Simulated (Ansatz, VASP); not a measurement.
# One calculation of SiO2, two programs

INCAR

```
  ALGO = Normal
  EDIFF = 1E-6
  EDIFFG = -0.02
  ENCUT = 520
  GGA = PE
  IBRION = 2
  ISIF = 2
  ISMEAR = -1
  LASPH = True
  LCHARG = False
  LREAL = False
  LWAVE = False
  NELM = 60
  NSW = 80
  PREC = Accurate
  SIGMA = 0.02
```

The input KPOINTS:

```
k-points
0
Gamma
  4 4 3
```

Contents of POSCAR:

```
SiO2
1.0
    4.9820000000      0.0000000000      0.0000000000
    0.0000000000      4.9820000000      0.0000000000
    0.0000000000      0.0000000000      6.9630000000
Si O
4 8
Direct
    0.2989700000      0.2989700000      0.0000000000
    0.2010300000      0.7989700000      0.2500000000
    0.7010300000      0.7010300000      0.5000000000
    0.7989700000      0.2010300000      0.7500000000
    0.2398900000      0.1034700000      0.1781300000
    0.3965300000      0.7398900000      0.4281300000
    0.7601100000      0.8965300000      0.6781300000
    0.6034700000      0.2601100000      0.9281300000
    0.7398900000      0.3965300000      0.5718700000
    0.8965300000      0.7601100000      0.3218700000
    0.2601100000      0.6034700000      0.0718700000
    0.1034700000      0.2398900000      0.8218700000
```

Input for Ansatz:

```yaml
crystal:
  lattice:
    - [4.982, 0.0, 0.0]
    - [0.0, 4.982, 0.0]
    - [0.0, 0.0, 6.963]
  atoms:
    - { symbol: Si, position: [0.29897, 0.29897, 0.0] }
    - { symbol: Si, position: [0.20103, 0.79897, 0.25] }
    - { symbol: Si, position: [0.70103, 0.70103, 0.5] }
    - { symbol: Si, position: [0.79897, 0.20103, 0.75] }
    - { symbol: O, position: [0.23989, 0.10347, 0.17813] }
    - { symbol: O, position: [0.39653, 0.73989, 0.42813] }
    - { symbol: O, position: [0.76011, 0.89653, 0.67813] }
    - { symbol: O, position: [0.60347, 0.26011, 0.92813] }
    - { symbol: O, position: [0.73989, 0.39653, 0.57187] }
    - { symbol: O, position: [0.89653, 0.76011, 0.32187] }
    - { symbol: O, position: [0.26011, 0.60347, 0.07187] }
    - { symbol: O, position: [0.10347, 0.23989, 0.82187] }
kpoints:
  mp_grid: { grid: [4, 4, 3] }
scf:
  occupations: { method: fermi_dirac, width: 0.02 }
hamiltonian:
  xc: pbe
  pseudopotentials: { kind: paw, frozen_core: stored }
output:
  forces: true
  stress: true
  populations: true
  efg: { quadrupole_moments_barn: { O: -0.02558 } }
relax:
  f_tol: 0.02
  max_steps: 60
```

Alike in both runs: task relaxation of the atoms; functional PBE; k mesh 4 × 4 × 3; occupations fermi-dirac, width 0.02 eV; no spin polarisation.

```csv
,VASP,Ansatz
version,VASP 6.6.1,Ansatz 0.2.0
potentials or method,"VASP PAW PBE potentials, release 64 (Si, O)","plane-wave PAW, scalar-relativistic"
plane-wave cutoff (eV),520,420
valence electrons in the cell,64,64
```

```csv
,VASP,Ansatz,Ansatz less VASP
"gap on the k mesh at the Fermi level, each at its own relaxed structure (eV)",5.61,5.61,+0.001
```

Ansatz's warnings: stress scf threshold loose.
